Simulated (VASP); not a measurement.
CuO, 4 atoms in the cell. It takes space group C2/c (No. 15, monoclinic). Conventional cell: a = 4.684 Å, b = 3.473 Å, c = 5.123 Å, α = 90.00°, β = 98.73°, γ = 90.00°. Cu (site symmetry -1) has 4 O at 1.87 to 2.02 Å within 2.5 Å. O (site symmetry 2) has 4 Cu at 1.87 to 2.02 Å within 2.5 Å. 

```yaml
Program: VASP 6.6.1
Task: single point
Functional: r2SCAN
Potentials_or_basis: VASP PAW PBE potentials, release 64 (Cu, O)
Cutoff: 520 eV
k_mesh: 7 × 7 × 4
Occupations: gaussian, width 0.1 eV
Spin: collinear spin, ferromagnetic start
Starting_moments: "[1.0, 1.0, 0.0, 0.0] μB"
Dipole_correction: no
Further_INCAR_settings: ALGO = Normal; EDIFF = 1e-07; NBANDS = 29
```

Potentials or basis: VASP PAW PBE potentials, release 64 (Cu, O).

Run with:

```bash
$ cat potpaw_PBE.64/Cu/POTCAR potpaw_PBE.64/O/POTCAR > POTCAR
$ cp INCAR.step1 INCAR
$ mpirun -np 1 vasp_std > vasp.out
$ cp INCAR.step2 INCAR
$ mpirun -np 1 vasp_std > vasp.out
```

Hardware: 1 thread of Intel(R) Xeon(R) 6975P-C (Granite Rapids) (shared host).

**Question.** How long does it take, and how much memory?

**Answer.** It took 2.8 min on 1 thread of Intel(R) Xeon(R) 6975P-C (Granite Rapids), with other jobs on the host, peak memory 0.25 GiB. Counts: k points 60.
